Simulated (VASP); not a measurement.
# Zn in VASP: further runs

Runs on Zn. Level: PBEsol. Tasks: single point.

Everything below comes from runs of VASP 6.6.1. Logs are shortened: lines on timing, memory, paths and dates and some standing lists are left out, and cuts for length are marked.

## 1. The cell of the first run

It takes space group Fm-3m (No. 225, cubic). Conventional cell: a = 3.722 Å, b = 3.722 Å, c = 3.722 Å, α = 90.00°, β = 90.00°, γ = 90.00°. Zn (site symmetry m-3m) has 12 Zn at 2.63 Å within 3.5 Å.

## 2. Single point, PBEsol

INCAR

```
ALGO = Normal ; EDIFF = 1E-6
ENCUT = 520 ; GGA = PS
ISIF = 2 ; ISMEAR = -1
LASPH = T ; LCHARG = F
LREAL = F ; LWAVE = F
NBANDS = 12 ; NELM = 100
PREC = Accurate ; SIGMA = 0.05
```

KPOINTS

```
k-points
0
Gamma
  12 12 12
```

POSCAR

```
Zn
1.0
    0.0000000000      1.8610394133      1.8610394133
    1.8610394133      0.0000000000      1.8610394133
    1.8610394133      1.8610394133      0.0000000000
Zn
1
Direct
    0.0000000000      0.0000000000      0.0000000000
```

Potentials or basis: VASP PAW PBE potentials, release 64 (Zn).

Launch:

```bash
> cat potpaw_PBE.64/Zn/POTCAR > POTCAR
> mpirun -np 1 vasp_std > vasp.out
```

OUTCAR:

```text
EDIFF = 1E-6
   ENCUT = 520
   GGA = PS
   ISIF = 2
   ISMEAR = -1
   LASPH = T
   LREAL = F
   NELM = 100
   PREC = Accurate

 ion  position               nearest neighbor table
   1  0.000  0.000  0.000-

  LATTYP: Found a face centered cubic cell.
 ALAT       =     3.7220788266

  Lattice vectors:

 A1 = (   0.0000000000,   1.8610394133,   1.8610394133)
 A2 = (   1.8610394133,   0.0000000000,   1.8610394133)
 A3 = (   1.8610394133,   1.8610394133,   0.0000000000)

Analysis of symmetry for initial positions (statically):
=====================================================================
 Subroutine PRICEL returns:
 Original cell was already a primitive cell.

 Routine SETGRP: Setting up the symmetry group for a
 face centered cubic supercell.

 Subroutine GETGRP returns: Found 48 space group operations
 (whereof 48 operations were pure point group operations)
 out of a pool of 48 trial point group operations.

The static configuration has the point symmetry O_h .

Analysis of symmetry for dynamics (positions and initial velocities):
=====================================================================
 Subroutine PRICEL returns:
 Original cell was already a primitive cell.

 Routine SETGRP: Setting up the symmetry group for a
 face centered cubic supercell.

 Subroutine GETGRP returns: Found 48 space group operations
 (whereof 48 operations were pure point group operations)
 out of a pool of 48 trial point group operations.

The dynamic configuration has the point symmetry O_h .

 Subroutine INISYM returns: Found 48 space group operations
 (whereof 48 operations are pure point group operations),
 and found     1 'primitive' translations

----------------------------------------------------------------------------------------

                                     Primitive cell

  volume of cell :      12.8913

  direct lattice vectors                    reciprocal lattice vectors
     0.000000000  1.861039413  1.861039413    -0.268667067  0.268667067  0.268667067
     1.861039413  0.000000000  1.861039413     0.268667067 -0.268667067  0.268667067
     1.861039413  1.861039413  0.000000000     0.268667067  0.268667067 -0.268667067

  length of vectors
     2.631907178  2.631907178  2.631907178     0.465345010  0.465345010  0.465345010

  position of ions in fractional coordinates (direct lattice)
     0.000000000  0.000000000  0.000000000

  ion indices of the primitive-cell ions
   primitive index   ion index
                 1           1

----------------------------------------------------------------------------------------

 KPOINTS: k-points

Automatic generation of k-mesh.
 Grid dimensions read from file:
 generate k-points for:   12   12   12

 Generating k-lattice:

  Cartesian coordinates                     Fractional coordinates (reciprocal lattice)
    -0.022388922  0.022388922  0.022388922     0.083333333  0.000000000  0.000000000
     0.022388922 -0.022388922  0.022388922     0.000000000  0.083333333  0.000000000
     0.022388922  0.022388922 -0.022388922     0.000000000  0.000000000  0.083333333

  Length of vectors
     0.038778751  0.038778751  0.038778751

  Shift w.r.t. Gamma in fractional coordinates (k-lattice)
     0.000000000  0.000000000  0.000000000

 Subroutine IBZKPT returns following result:
 ===========================================

 Found     72 irreducible k-points:

 Following reciprocal coordinates:
            Coordinates               Weight
  0.000000  0.000000  0.000000      1.000000
  0.083333  0.000000  0.000000      8.000000
  0.166667  0.000000  0.000000      8.000000
  0.250000  0.000000  0.000000      8.000000
  0.333333  0.000000  0.000000      8.000000
  0.416667  0.000000  0.000000      8.000000
[... 16 lines left out ...]
  0.500000  0.166667  0.000000     24.000000
 -0.416667  0.166667  0.000000     24.000000
 [... further k-points ...]
   k-points           NKPTS =     72   k-points in BZ     NKDIM =     72   number of bands    NBANDS=     12
   number of dos      NEDOS =    301   number of ions     NIONS =      1
   total plane-waves  NPLWV =   8000
   dimension x,y,z NGX =    20 NGY =   20 NGZ =   20
   dimension x,y,z NGXF=    40 NGYF=   40 NGZF=   40
   ions per type =               1
   NGX,Y,Z   is equivalent  to a cutoff of  12.63, 12.63, 12.63 a.u.
   NGXF,Y,Z  is equivalent  to a cutoff of  25.27, 25.27, 25.27 a.u.
 SYSTEM =  unknown system
   PREC   = accura    normal or accurate (medium, high low for compatibility)
   ISTART =      0    job   : 0-new  1-cont  2-samecut
   ICHARG =      2    charge: 1-file 2-atom 10-const
   ISPIN  =      1    spin polarized calculation?
   LNONCOLLINEAR =      F non collinear calculations
   LSORBIT =      F    spin-orbit coupling
   LASPH  =      T    aspherical Exc in radial PAW
   ENCUT  =  520.0 eV  38.22 Ry    6.18 a.u.   4.89  4.89  4.89*2*pi/ulx,y,z
   NELM   =    100;   NELMIN=  2; NELMDL= -5     # of ELM steps
   EDIFF  = 0.1E-05   stopping-criterion for ELM
   LREAL  =      F    real-space projection
   EDIFFG = 0.1E-04   stopping-criterion for IOM
   NSW    =      0    number of steps for IOM
   IBRION =     -1    ionic relax: 0-MD 1-quasi-New 2-CG
   NFREE  =      0    steps in history (QN), initial steepest desc. (CG)
   ISIF   =      2    stress and relaxation
   ISYM   =      2    0-nonsym 1-usesym 2-fastsym
   POTIM  = 0.5000    time-step for ionic-motion
   TEBEG  =    0.0;   TEEND  =   0.0 temperature during run
   PSTRESS=    0.0 pullay stress
   NELECT =      12.0000    total number of electrons
   NUPDOWN=      -1.0000    fix difference up-down
   EMIN   =  10.00;   EMAX   =-10.00  energy-range for DOS
   EFERMI =   0.00;   METHOD = LEGACY
   ISMEAR =    -1;   SIGMA  =   0.05  broadening in eV -4-tet -1-fermi 0-gaus
   EFERMI_NEDOS =   21; number of points for ismear=-14 and -15
   IALGO  =     38    algorithm
   IMIX   =      4    mixing-type and parameters
     AMIX     =   0.40;   BMIX     =  1.00
     AMIX_MAG =   1.60;   BMIX_MAG =  1.00
  volume/ion in A,a.u.               =      12.89        86.99
  Fermi-wavevector in a.u.,A,eV,Ry     =   1.598465  3.020660 34.764095  2.555089
  Thomas-Fermi vector in A             =   2.695910
   LORBIT       =      0    0 simple, 1 ext, 2 COOP (PROOUT), +10 PAW based schemes
   GGA     = PS    functional components
[... 5 lines left out ...]
 non-spin polarized calculation
  energy-cutoff  :      520.00
  volume of cell :       12.89
 maximum number of plane-waves:       360
   NGX =  9   NGY =  9   NGZ =  9

 number of electron      11.9999986 magnetization

 Free energy of the ion-electron system (eV)
  ---------------------------------------------------
  ext. energy  EPLUGINS =         0.00000000
  ---------------------------------------------------
  free energy    TOTEN  =        -1.51487358 eV

  energy without entropy =       -1.51328034  energy(sigma->0) =       -1.51407696

 E-fermi :   4.1899     XC(G=0): -12.6114

 val. band max:        4.1765811281   @ k =  -0.4167   0.2500   0.0000
 cond. band min:       4.3460525600   @ k =  -0.4167   0.0833   0.0000
 fundamental gap:      0.1694714319
 Fermi energy:         4.1898930655

 k-point     1 :       0.0000    0.0000    0.0000
  band No.  band energies     occupation
      1      -7.5988      2.00000
      2      -3.9263      2.00000
      3      -3.9263      2.00000
      4      -3.9263      2.00000
      5      -3.4064      2.00000
      6      -3.4064      2.00000
      7      24.3302      0.00000
      8      24.7678      0.00000
      9      24.7678      0.00000
     10      24.7678      0.00000
     11      27.3511      0.00000
     12      27.3511      0.00000

 k-point     2 :       0.0833    0.0000    0.0000
  band No.  band energies     occupation
      1      -7.3645      2.00000
      2      -3.9512      2.00000
      3      -3.8953      2.00000
      4      -3.8953      2.00000
      5      -3.4155      2.00000
      6      -3.4155      2.00000
      7      21.0314      0.00000
      8      24.0156      0.00000
      9      24.0156      0.00000
     10      24.3886      0.00000
     11      28.5088      0.00000
     12      28.5088      0.00000

 k-point     3 :       0.1667    0.0000    0.0000
  band No.  band energies     occupation
      1      -6.6882      2.00000
      2      -3.9899      2.00000
      3      -3.8334      2.00000
      4      -3.8334      2.00000
      5      -3.4155      2.00000
      6      -3.4155      2.00000
      7      16.5521      0.00000
      8      22.9625      0.00000
      9      22.9625      0.00000
     10      24.1549      0.00000
     11      30.0153      0.00000
     12      30.6072      0.00000

 k-point     4 :       0.2500    0.0000    0.0000
  band No.  band energies     occupation
      1      -5.7313      2.00000
      2      -3.8600      2.00000
      3      -3.8197      2.00000
      4      -3.8197      2.00000
      5      -3.3400      2.00000
      6      -3.3400      2.00000
      7      12.3423      0.00000
      8      22.1662      0.00000
      9      22.1662      0.00000
     10      23.7464      0.00000
     11      28.3177      0.00000
     12      28.3177      0.00000

 k-point     5 :       0.3333    0.0000    0.0000
  band No.  band energies     occupation
      1      -5.1008      2.00000
      2      -3.8653      2.00000
      3      -3.8653      2.00000
      4      -3.1994      2.00000
      5      -3.1994      2.00000
      6      -2.9395      2.00000
      7       8.5057      0.00000
      8      21.6773      0.00000
      9      21.6773      0.00000
     10      23.2616      0.00000
     11      26.5208      0.00000
     12      26.5208      0.00000

 k-point     6 :       0.4167    0.0000    0.0000
  band No.  band energies     occupation
      1      -4.9843      2.00000
      2      -3.9151      2.00000
      3      -3.9151      2.00000
      4      -3.0762      2.00000
      5      -3.0762      2.00000
      6      -1.0859      2.00000
      7       5.1432      0.00000
      8      21.4541      0.00000
      9      21.4542      0.00000
     10      22.8781      0.00000
     11      25.3482      0.00000
     12      25.3482      0.00000

 k-point     7 :       0.5000    0.0000    0.0000
  band No.  band energies     occupation
      1      -4.9787      2.00000
      2      -3.9351      2.00000
      3      -3.9351      2.00000
      4      -3.0285      2.00000
      5      -3.0285      2.00000
      6       0.5052      2.00000
      7       3.0789      2.00000
      8      21.4010      0.00000
      9      21.4011      0.00000
     10      22.7342      0.00000
     11      24.9319      0.00000
     12      24.9319      0.00000

 k-point     8 :       0.0833    0.0833    0.0000
  band No.  band energies     occupation
      1      -7.2865      2.00000
      2      -3.9837      2.00000
      3      -3.8713      2.00000
      4      -3.8713      2.00000
      5      -3.4574      2.00000
      6      -3.3825      2.00000
      7      22.3334      0.00000
      8      22.3334      0.00000
      9      22.7219      0.00000
     10      23.8407      0.00000
     11      29.6121      0.00000
     12      29.7623      0.00000
[... 166 lines left out ...]
 k-point    20 :       0.2500    0.1667    0.0000
  band No.  band energies     occupation
      1      -5.6669      2.00000
      2      -4.2248      2.00000
      3      -3.7270      2.00000
      4      -3.6333      2.00000
      5      -3.3937      2.00000
      6      -3.2561      2.00000
      7      15.7479      0.00000
      8      18.2688      0.00000
      9      20.6585      0.00000
     10      21.3591      0.00000
     11      23.4265      0.00000
     12      33.4693      0.00000

 k-point    21 :       0.3333    0.1667    0.0000
  band No.  band energies     occupation
      1      -4.9285      2.00000
      2      -4.1922      2.00000
      3      -3.8320      2.00000
      4      -3.6286      2.00000
      5      -3.1446      2.00000
      6      -2.7469      2.00000
      7      11.7266      0.00000
      8      17.6142      0.00000
      9      19.0313      0.00000
     10      20.3571      0.00000
     11      26.2228      0.00000
     12      32.6644      0.00000

 k-point    22 :       0.4167    0.1667    0.0000
  band No.  band energies     occupation
      1      -4.7099      2.00000
      2      -4.0331      2.00000
      3      -3.7980      2.00000
      4      -3.6733      2.00000
      5      -3.0424      2.00000
      6      -1.3268      2.00000
      7       8.0452      0.00000
      8      17.1317      0.00000
      9      17.4729      0.00000
     10      20.2661      0.00000
     11      29.4269      0.00000
     12      31.2270      0.00000

 k-point    23 :       0.5000    0.1667    0.0000
  band No.  band energies     occupation
      1      -4.6943      2.00000
      2      -4.0634      2.00000
      3      -3.7207      2.00000
      4      -3.5945      2.00000
      5      -3.0160      2.00000
      6       0.7503      2.00000
      7       4.8387      0.00000
      8      15.6679      0.00000
      9      17.8669      0.00000
     10      20.4884      0.00000
     11      29.8752      0.00000
     12      30.7110      0.00000

 k-point    24 :      -0.4167    0.1667    0.0000
  band No.  band energies     occupation
      1      -4.6734      2.00000
      2      -4.0638      2.00000
      3      -3.7431      2.00000
      4      -3.5181      2.00000
      5      -3.0889      2.00000
      6       1.4778      2.00000
      7       3.9738      1.97378
      8      14.6657      0.00000
      9      18.7966      0.00000
     10      21.0670      0.00000
     11      28.9483      0.00000
     12      30.1171      0.00000

 [... further k-points ...]
[... 5 lines left out ...]
  --------------------------------------------------------------------------------------
  -------------------------------------------------------------------------------------
  Total        0.8533036      0.8533036      0.8533036     -0.0000000     -0.0000000     -0.0000000
  in kB      106.0516590    106.0516590    106.0516590     -0.0000000     -0.0000000     -0.0000000
  external PRESSURE =     106.0516590 kB  Pullay stress =       0.0000000 kB

 VOLUME and BASIS-vectors are now :
 -----------------------------------------------------------------------------
  energy-cutoff  :      520.00
  volume of cell :       12.89
      direct lattice vectors                 reciprocal lattice vectors
     0.000000000  1.861039413  1.861039413    -0.268667067  0.268667067  0.268667067
     1.861039413  0.000000000  1.861039413     0.268667067 -0.268667067  0.268667067
     1.861039413  1.861039413  0.000000000     0.268667067  0.268667067 -0.268667067

 POSITION                                       TOTAL-FORCE (eV/Angst)
 -----------------------------------------------------------------------------------
      0.00000      0.00000      0.00000         0.000000      0.000000      0.000000
 -----------------------------------------------------------------------------------
    total drift:                                0.000000      0.000000      0.000000

  FREE ENERGIE OF THE ION-ELECTRON SYSTEM (eV)
  ---------------------------------------------------
  free  energy   TOTEN  =        -1.5148735793 eV

  energy  without entropy=       -1.5132803354  energy(sigma->0) =       -1.51407696
```

It took 4.1 s on 1 thread of Intel Xeon 6975P-C (Granite Rapids), shared host; peak memory 0.12 GiB.

Results:

```
Free energy            : -1.5149 eV
Pressure               : 10.6 GPa
Band gap on the k mesh : zero (band 6 reaches 6.52 eV, above the bottom of band 7 at 3.08 eV)
```

Caveat: the PAW data sets were made with another functional, which shifts forces and pressure a little.

## 3. Single point, PBEsol

This run uses another cell than the first one, of 14.11 Å³/atom, 1.094 times its volume.

INCAR

```
SYSTEM = Zn
PREC = Accurate
ENCUT = 520
EDIFF = 1E-6
ISMEAR = -1
SIGMA = 0.05
LREAL = .False.
LASPH = .True.
NELM = 80
ALGO = Normal
ISIF = 2
LWAVE = .False.
LCHARG = .True.
GGA = PS
LELF = .True.
LVHAR = .True.
NBANDS = 12
```

KPOINTS

```
Automatic mesh
0
Gamma
  12 12 12
  0 0 0
```

POSCAR

```
Zn
1.0
    0.0000000000      1.9178228899      1.9178228899
    1.9178228899      0.0000000000      1.9178228899
    1.9178228899      1.9178228899      0.0000000000
Zn
1
Direct
    0.0000000000      0.0000000000      0.0000000000
```

Potentials or basis: VASP PAW PBE potentials, release 64 (Zn).

Launch:

```bash
> cat potpaw_PBE.64/Zn/POTCAR > POTCAR
> mpirun -np 1 vasp_std > vasp.out
```

It took 4.3 s on 1 thread of Intel Xeon 6975P-C (Granite Rapids), shared host; peak memory 0.12 GiB.

Results (log left out):

* Free energy: -1.5530 eV
* Pressure: 0.4 GPa
* Band gap on the k mesh: zero (band 6 reaches 5.73 eV, above the bottom of band 7 at 2.18 eV)

Levels at points of the mesh, in eV from the Fermi level:
```tsv
k point	band 3	band 4	band 5	band 6	band 7	band 8	band 9	band 10
(0.00, 0.00, 0.00)	-7.74	-7.74	-7.30	-7.30	19.33	19.33	19.33	19.52
(0.50, 0.00, 0.00)	-7.75	-6.98	-6.98	-3.18	-1.21	16.15	16.15	18.00
(0.50, 0.50, 0.00)	-6.99	-6.90	-6.90	-1.15	2.05	8.83	8.83	12.62
```

Caveat: the PAW data sets were made with another functional, which shifts forces and pressure a little.

## 4. Single point, PBEsol

This run uses another cell than the first one, of 14.56 Å³/atom, 1.130 times its volume.

INCAR

```
SYSTEM = Zn
  PREC = Accurate
  ENCUT = 520
  EDIFF = 1E-6
  ISMEAR = -1
  SIGMA = 0.05
  LREAL = .FALSE.
  LASPH = .TRUE.
  NELM = 80
  ALGO = Normal
  ISIF = 2
  LWAVE = .FALSE.
  LCHARG = .FALSE.
  GGA = PS
  NBANDS = 12
```

KPOINTS

```
Automatic mesh
0
G
  12 12 12
  0 0 0
```

POSCAR

```
Zn
1.0
    0.0000000000      1.9647760000      1.8861849600
    1.9647760000      0.0000000000      1.8861849600
    1.9647760000      1.9647760000      0.0000000000
Zn
1
Direct
    0.0000000000      0.0000000000      0.0000000000
```

Launch:

```bash
> cat potpaw_PBE.64/Zn/POTCAR > POTCAR
> mpirun -np 1 vasp_std > vasp.out
```

It took 8.7 s on 1 thread of Intel Xeon 6975P-C (Granite Rapids), shared host; peak memory 0.14 GiB.

Results (log left out):

- Free energy: -1.5490 eV
- Pressure: -1.9 GPa
- Band gap on the k mesh: zero (band 6 reaches 5.44 eV, above the bottom of band 7 at 1.90 eV)

Stress tensor (GPa, compression positive):
```
-2.34  0.00  0.00
 0.00 -2.34  0.00
 0.00  0.00 -1.14
```

Levels at points of the mesh, in eV from the Fermi level:
```csv
k point,band 2,band 3,band 4,band 5,band 6,band 7,band 8,band 9,band 10,band 11
"(0.00, 0.00, 0.00)",-7.70,-7.70,-7.58,-7.30,-7.20,18.79,18.92,18.92,19.29,21.59
"(0.50, 0.00, 0.00)",-7.72,-7.61,-6.96,-6.92,-3.05,-1.27,15.17,16.01,18.13,18.92
"(0.50, 0.50, 0.00)",-8.32,-6.95,-6.86,-6.86,-0.59,2.61,8.10,8.10,11.93,13.10
"(0.50, 0.00, 0.50)",-8.33,-6.96,-6.90,-6.83,-1.30,1.58,8.84,9.06,12.65,14.05
```

Caveat: the PAW data sets were made with another functional, which shifts forces and pressure a little.

## 5. The runs side by side

| cell | gap on the mesh (eV) | pressure (GPa) |
| --- | --- | --- |
| a = 2.632 Å, angles 60.0°, 1 atom | none | 10.6 |
| a = 2.712 Å, angles 60.0°, 1 atom | none | 0.4 |
| a = 2.724, b = 2.724, c = 2.779 Å, angles 59.3, 59.3, 61.3°, 1 atom | none | -1.9 |

Alike in all rows: task single point; level PBEsol; potentials or basis VASP PAW PBE potentials, release 64 (Zn); no spin polarisation; k mesh 12 × 12 × 12; cutoff (eV) 520; smearing fermi-dirac 0.05 eV.

Caveats: the PAW data sets were made with another functional, which shifts forces and pressure a little.

Total energies depend on the potentials used, so only differences within one code and one set of settings carry meaning.
